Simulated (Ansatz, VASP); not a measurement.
# ZnSe: VASP beside Ansatz

```
Zn Se
1.0
     0.00000    2.28091    2.28091
     2.28091    0.00000    2.28091
     2.28091    2.28091    0.00000
Zn Se
1 1
Direct
  0.00000 0.00000 0.00000
  0.25000 0.25000 0.25000
```

Change from the starting cell: volume scaled by 0.55, LAPW.

Alike in both runs: task single point; functional LDA; k mesh 11 × 11 × 11; occupations fermi-dirac, width 0.08 eV; no spin polarisation.

```csv
,VASP,Ansatz
version,VASP 6.6.1,Ansatz 0.2.0
potentials or method,"VASP PAW LDA potentials, release 64 (Zn, Se), cutoff 520 eV","all-electron LAPW, scalar-relativistic"
```

VASP gave:

| Item | Value |
| --- | --- |
| pressure (GPa) | 169.4 |

**Question.** What did Ansatz give for the same quantities?

**Answer.** Pressure (GPa): 165.7.

LDA's correlation is that of Perdew and Zunger in VASP and of Perdew and Wang (1992) in Ansatz. Both programs put the cell under a high pressure, so it lies far from rest at this level. Ansatz ran all-electron here, and VASP with PAW potentials.

Noted on VASP's run: the cell as given lies far from equilibrium.
